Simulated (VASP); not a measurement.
A run of VASP 6.6.1 is set up as follows.

File POSCAR:

```
Br
1.0
    0.0000000000      3.2400000000      3.2400000000
    3.2400000000      0.0000000000      3.2400000000
    3.2400000000      3.2400000000      0.0000000000
Br
2
Direct
    0.0000000000      0.0000000000      0.0000000000
    0.2500000000      0.2500000000      0.2500000000
```

INCAR.step1

```
SYSTEM = Br
  PREC = Accurate
  ENCUT = 600
  ISMEAR = -1
  SIGMA = 0.02
  LREAL = .FALSE.
  LASPH = .TRUE.
  NELM = 80
  GGA = PE
  ALGO = Normal
  EDIFF = 1E-4
  LWAVE = .TRUE.
  LCHARG = .FALSE.
```

File INCAR.step2:

```
SYSTEM = Br
  PREC = Accurate
  ENCUT = 600
  EDIFF = 1E-6
  ISMEAR = -1
  SIGMA = 0.02
  LREAL = .FALSE.
  LASPH = .TRUE.
  NELM = 80
  ALGO = Normal
  ISIF = 3
  LWAVE = .FALSE.
  LCHARG = .FALSE.
  METAGGA = R2SCAN
  LMIXTAU = .TRUE.
  IBRION = 2
  NSW = 80
  EDIFFG = -0.01
  PSTRESS = 50.0
  ISTART = 1
```

The input KPOINTS:

```
Automatic mesh
0
G
  6 6 6
  0 0 0
```

Potentials or basis: VASP PAW PBE potentials, release 64 (Br).

Run with:

```bash
$ cat potpaw_PBE.64/Br/POTCAR > POTCAR
$ cp INCAR.step1 INCAR
$ mpirun -np 1 vasp_std > vasp.out
$ cp INCAR.step2 INCAR
$ mpirun -np 1 vasp_std > vasp.out
```

Task: Predict the relaxed volume.

Result: 34.90 Å³/atom.

Task: What does it give for the band gap on the k mesh?

Result: Zero (bands 7 and 8 overlap by 1.87 eV).

Final structure:
```
Br
1.0
     0.00000    3.26797    3.26797
     3.26797    0.00000    3.26797
     3.26797    3.26797    0.00000
Br
2
Cartesian
  0.0000 0.0000 0.0000
  1.6340 1.6340 1.6340
```

Caveat: the cell is relaxed towards a set pressure, so the run minimises the enthalpy, not the energy; the PAW data sets were made with another functional, which shifts forces and pressure a little.
